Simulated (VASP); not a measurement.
Here is a VASP 6.6.1 calculation.

The input INCAR:

```
PREC = Accurate
ENCUT = 600
EDIFF = 1E-7
ISMEAR = -1
SIGMA = 0.1
LREAL = F
LASPH = T
NELM = 100
ALGO = Normal
ISIF = 3
LWAVE = F
LCHARG = F
IBRION = 2
NSW = 80
EDIFFG = -0.01
```

The input KPOINTS:

```
Automatic mesh
0
Gamma
  15 15 15
```

Contents of POSCAR:

```
Cu
1.0
   -1.4427930000      1.4427930000      1.3760810000
    1.4427930000     -1.4427930000      1.3760810000
    1.4427930000      1.4427930000     -1.3760810000
Cu
1
Direct
    0.0000000000      0.0000000000      0.0000000000
```

Potentials or basis: VASP PAW LDA potentials, release 64 (Cu).

Launch:

```bash
$ cat potpaw_LDA.64/Cu/POTCAR > POTCAR
$ mpirun -np 1 vasp_std > vasp.out
```

(1) Predict the relaxed cell.

(2) What does it give for the relaxed volume?

(3) Estimate the space group after relaxing (to 0.05 Å).

Answers

(1) a = 2.427 Å, b = 2.427 Å, c = 2.427 Å, α = 108.19°, β = 108.19°, γ = 112.06°.

(2) 10.99 Å³/atom.

(3) I4/mmm (No. 139).
